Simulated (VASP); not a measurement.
A run of VASP 6.6.1:

File INCAR:

```
PREC = Accurate
ENCUT = 520
EDIFF = 1E-6
ISMEAR = -1
SIGMA = 0.05
LREAL = F
LASPH = T
NELM = 60
ALGO = Fast
ISIF = 2
LWAVE = F
LCHARG = F
GGA = PE
NBANDS = 11
```

KPOINTS

```
Automatic mesh
0
Gamma
  12 12 12
```

The input POSCAR:

```
Pd
1.0
   -0.0111260000      1.9552170000      1.9418620000
    1.9710740000      0.0063410000      1.9243950000
    1.9644410000      1.9311180000      0.0129730000
Pd
1
Direct
    0.0238370000     -0.0169870000     -0.0029670000
```

Potentials or basis: VASP PAW PBE potentials, release 64 (Pd).

Launch:

```console
$ cat potpaw_PBE.64/Pd/POTCAR > POTCAR
$ mpirun -np 1 vasp_std > vasp.out
```

Hardware: 1 thread of AMD EPYC 7R43 64-Core Processor (Zen 3), with other jobs on the host.

Problem. How long does it take, and how much memory?

Solution. It took 110 s on 1 thread of AMD EPYC 7R43 64-Core Processor (Zen 3) (shared host), peak memory 0.21 GiB. Counts: scf iterations 12, k points 868.
